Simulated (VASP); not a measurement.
A run of VASP 6.6.1 is set up as follows.

Contents of INCAR:

```
SYSTEM = MoS
  PREC = Accurate
  ENCUT = 520
  EDIFF = 1E-7
  ISMEAR = 0
  SIGMA = 0.05
  LREAL = .False.
  LASPH = .True.
  NELM = 150
  ALGO = Normal
  ISIF = 2
  LWAVE = .False.
  LCHARG = .False.
  ISPIN = 2
  MAGMOM = 3.5 0
  LORBIT = 11
  LMAXMIX = 4
  LDAU = .True.
  LDAUTYPE = 2
  LDAUL = 2 -1
  LDAUU = 2 0
  LDAUJ = 0 0
  LDAUPRINT = 1
  GGA = PS
  NBANDS = 21
```

The input KPOINTS:

```
Automatic mesh
0
Gamma
  14 14 14
  0 0 0
```

POSCAR

```
MoS
1.0
    2.9706444822      0.0000000000      0.0000000000
    0.0000000000      2.9706444822      0.0000000000
    0.0000000000      0.0000000000      2.9706444822
Mo S
1 1
Direct
    0.0000000000      0.0000000000      0.0000000000
    0.5000000000      0.5000000000      0.5000000000
```

Potentials or basis: VASP PAW PBE potentials, release 64 (Mo_sv, S).

The run is started by

```bash
$ cat potpaw_PBE.64/Mo_sv/POTCAR potpaw_PBE.64/S/POTCAR > POTCAR
$ mpirun -np 1 vasp_std > vasp.out
```

(1) What does it give for the pressure?

(2) Estimate the band gap on the k mesh.

(3) Predict the net moment.

Results:

(1) 2.4 GPa.

(2) zero (filled and empty bands overlap).

(3) 0.00 μB per cell.

Caveat: the PAW data sets were made with another functional, which shifts forces and pressure a little.
